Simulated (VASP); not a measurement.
# SnTe (I4/mmm) in VASP: further runs, part 2 of 2

VASP 6.6.1.

## Step 3: Single point, PBE (strain +0.0150 x Voigt [0, 1, 0, 0, 0, 0])

Contents of INCAR:

```
ALGO = Normal
EDIFF = 1E-6
ENCUT = 520
GGA = PE
ISIF = 2
ISMEAR = 0
LASPH = True
LCHARG = False
LREAL = False
LWAVE = False
NBANDS = 17
NELM = 100
PREC = Accurate
SIGMA = 0.03
```

Contents of KPOINTS:

```
k-points
0
Gamma
  10 10 10
```

Contents of POSCAR:

```
SnTe
1.0
    0.0000000000      3.2038475000      3.1565000000
    3.1565000000      0.0000000000      3.1565000000
    3.1565000000      3.2038475000      0.0000000000
Sn Te
1 1
Direct
    0.0000000000      0.0000000000      0.0000000000
    0.5000000000      0.5000000000      0.5000000000
```

Potentials or basis: VASP PAW PBE potentials, release 64 (Sn_d, Te).

Run with:

```console
cat potpaw_PBE.64/Sn_d/POTCAR potpaw_PBE.64/Te/POTCAR > POTCAR
mpirun -np 1 vasp_std > vasp.out
```

It took 1.7 min on 1 thread of Intel Xeon Platinum 8259CL at 2.50GHz (Skylake/Cascade Lake), shared host; peak memory 0.28 GiB.

The run converged. Its results:

```
Free energy            : -7.5532 eV
Pressure               : 1.3 GPa
Band gap on the k mesh : 0.05 eV, direct
```

Stress tensor (GPa, compression positive):
```
1.87 0.00 0.00
0.00 0.06 0.00
0.00 0.00 1.87
```

Levels at points of the mesh, in eV from the valence-band top:
```tsv
k point	band 7	band 8	band 9	band 10	band 11	band 12	band 13	band 14
(0.00, 0.00, 0.00)	-4.77	-2.16	-2.16	-2.00	3.06	3.41	3.41	4.70
(0.50, 0.00, 0.00)	-8.25	-1.80	-1.76	0.00	0.05	0.36	0.41	7.72
(0.50, 0.50, 0.00)	-6.50	-5.46	-3.76	-3.59	2.23	4.60	4.98	6.30
(0.50, 0.00, 0.50)	-6.41	-5.43	-3.64	-3.64	2.26	4.85	4.85	6.07
```

Caveat: the cell differs from its parent crystal (strain +0.0150 x Voigt [0, 1, 0, 0, 0, 0]); spin-orbit coupling is left out, which moves the levels of the heavy elements.

## Step 4: Single point, PBE (strain +0.0200 x Voigt [0, 1, 0, 0, 0, 0])

Contents of INCAR:

```
SYSTEM = SnTe
PREC = Accurate
ENCUT = 520
EDIFF = 1E-6
ISMEAR = 0
SIGMA = 0.03
LREAL = .FALSE.
LASPH = .TRUE.
NELM = 100
ALGO = Normal
ISIF = 2
LWAVE = .FALSE.
LCHARG = .FALSE.
GGA = PE
NBANDS = 17
```

Contents of KPOINTS:

```
regular mesh
0
G
  10 10 10
  0 0 0
```

Contents of POSCAR:

```
SnTe
1.0
    0.0000000000      3.2196300000      3.1565000000
    3.1565000000      0.0000000000      3.1565000000
    3.1565000000      3.2196300000      0.0000000000
Sn Te
1 1
Direct
    0.0000000000      0.0000000000      0.0000000000
    0.5000000000      0.5000000000      0.5000000000
```

Potentials or basis: VASP PAW PBE potentials, release 64 (Sn_d, Te).

Run with:

```console
cat potpaw_PBE.64/Sn_d/POTCAR potpaw_PBE.64/Te/POTCAR > POTCAR
mpirun -np 1 vasp_std > vasp.out
```

OUTCAR:

```text
SYSTEM = SnTe
   PREC = Accurate
   ENCUT = 520
   EDIFF = 1E-6
   ISMEAR = 0
   LREAL = .FALSE.
   LASPH = .TRUE.
   NELM = 100
   ISIF = 2
   GGA = PE

 ion  position               nearest neighbor table
   1  0.000  0.000  0.000-   2 3.16   2 3.16   2 3.16   2 3.16   2 3.22   2 3.22
   2  0.500  0.500  0.500-   1 3.16   1 3.16   1 3.16   1 3.16   1 3.22   1 3.22

  LATTYP: Found a body centered tetragonal cell.
 ALAT       =     4.4639651096
 C/A-ratio  =     1.4424978336

  Lattice vectors:

 A1 = (   0.0000000000,  -3.2196300000,   3.1565000000)
[... 668 lines left out ...]

  FORCE on cell =-STRESS in cart. coord.  units (eV):
  Direction    XX          YY          ZZ          XY          YZ          ZX
  --------------------------------------------------------------------------------------
  -------------------------------------------------------------------------------------
  Total        0.7400117     -0.1971486      0.7400117      0.0000000     -0.0000000      0.0000000
  in kB       18.4799850     -4.9233052     18.4799850      0.0000000     -0.0000000      0.0000000
  external PRESSURE =      10.6788883 kB  Pullay stress =       0.0000000 kB

 VOLUME and BASIS-vectors are now :
 -----------------------------------------------------------------------------
  energy-cutoff  :      520.00
  volume of cell :       64.16
      direct lattice vectors                 reciprocal lattice vectors
     0.000000000  3.219630000  3.156500000    -0.158403295  0.155297348  0.158403295
     3.156500000  0.000000000  3.156500000     0.158403295 -0.155297348  0.158403295
     3.156500000  3.219630000  0.000000000     0.158403295  0.155297348 -0.158403295

 POSITION                                       TOTAL-FORCE (eV/Angst)
 -----------------------------------------------------------------------------------
      0.00000      0.00000      0.00000        -0.000000      0.000000      0.000000
      3.15650      3.21963      3.15650         0.000000      0.000000     -0.000000
 -----------------------------------------------------------------------------------
    total drift:                               -0.000000      0.000000      0.000000

  FREE ENERGIE OF THE ION-ELECTRON SYSTEM (eV)
  ---------------------------------------------------
  free  energy   TOTEN  =        -7.5529517451 eV

  energy  without entropy=       -7.5528735668  energy(sigma->0) =       -7.55291266
```

Wall time 1.9 min (1 thread of Intel Xeon Platinum 8259CL at 2.50GHz (Skylake/Cascade Lake), shared host); peak memory 0.28 GiB.

Results:

```yaml
Free_energy: -7.5530 eV
Pressure: 1.1 GPa
Band_gap_on_the_k_mesh: 0.04 eV, direct
```

Caveat: the cell differs from its parent crystal (strain +0.0200 x Voigt [0, 1, 0, 0, 0, 0]); spin-orbit coupling is left out, which moves the levels of the heavy elements. A k mesh can miss the band edges.

## Step 5: Single point, PBE (strain +0.0175 x Voigt [0, 1, 0, 0, 0, 0])

Contents of INCAR:

```
SYSTEM = SnTe
PREC = Accurate
ENCUT = 520
EDIFF = 1E-6
ISMEAR = 0
SIGMA = 0.03
LREAL = .False.
LASPH = .True.
NELM = 60
ALGO = Normal
ISIF = 2
LWAVE = .False.
LCHARG = .False.
GGA = PE
NBANDS = 17
```

Contents of KPOINTS:

```
regular mesh
0
Gamma
  10 10 10
  0 0 0
```

Contents of POSCAR:

```
SnTe
1.0
    0.0000000000      3.2117387500      3.1565000000
    3.1565000000      0.0000000000      3.1565000000
    3.1565000000      3.2117387500      0.0000000000
Sn Te
1 1
Direct
    0.0000000000      0.0000000000      0.0000000000
    0.5000000000      0.5000000000      0.5000000000
```

Run with:

```console
cat potpaw_PBE.64/Sn_d/POTCAR potpaw_PBE.64/Te/POTCAR > POTCAR
mpirun -np 1 vasp_std > vasp.out
```

It took 1.7 min on 1 thread of Intel Xeon Platinum 8259CL at 2.50GHz (Skylake/Cascade Lake), shared host; peak memory 0.27 GiB.

Results (log left out):

```yaml
Free_energy: -7.5532 eV
Pressure: 1.2 GPa
Band_gap_on_the_k_mesh: 0.05 eV, direct
```

Stress tensor (GPa, compression positive):
```
 1.86  0.00  0.00
 0.00 -0.22  0.00
 0.00  0.00  1.86
```

Levels at points of the mesh, in eV from the valence-band top:
```
           k point  band 6  band 7  band 8  band 9  band 10  band 11  band 12  band 13  band 14  band 15
(0.00, 0.00, 0.00)  -12.65   -4.78   -2.16   -2.16    -1.98     3.02     3.42     3.42     4.70     4.82
(0.50, 0.00, 0.00)  -11.43   -8.23   -1.79   -1.75     0.00     0.05     0.37     0.42     7.71     8.65
(0.50, 0.50, 0.00)  -11.12   -6.50   -5.45   -3.76    -3.57     2.24     4.56     5.00     6.30     8.90
(0.50, 0.00, 0.50)  -11.21   -6.39   -5.41   -3.62    -3.62     2.28     4.85     4.85     6.02     8.93
```

Caveat: the cell differs from its parent crystal (strain +0.0175 x Voigt [0, 1, 0, 0, 0, 0]); spin-orbit coupling is left out, which moves the levels of the heavy elements. A k mesh can miss the band edges.

## Step 6: Overview

| cell | gap on the mesh (eV) | pressure (GPa) |
| --- | --- | --- |
| a = 4.486, b = 4.464 Å, angles 60.2, 59.7, 60.2°, 2 atoms | 0.06 | 1.5 |
| a = 4.498, b = 4.464 Å, angles 60.2, 59.5, 60.2°, 2 atoms | 0.05 | 1.3 |
| a = 4.509, b = 4.464 Å, angles 60.3, 59.3, 60.3°, 2 atoms | 0.04 | 1.1 |
| a = 4.503, b = 4.464 Å, angles 60.3, 59.4, 60.3°, 2 atoms | 0.05 | 1.2 |

Alike in all rows: task single point; level PBE; potentials or basis VASP PAW PBE potentials, release 64 (Sn_d, Te); no spin polarisation; k mesh 10 × 10 × 10; cutoff (eV) 520; smearing gaussian 0.03 eV.

Caveats: spin-orbit coupling is left out, which moves the levels of the heavy elements.

Absolute energies hang on the potentials; compare differences alone.
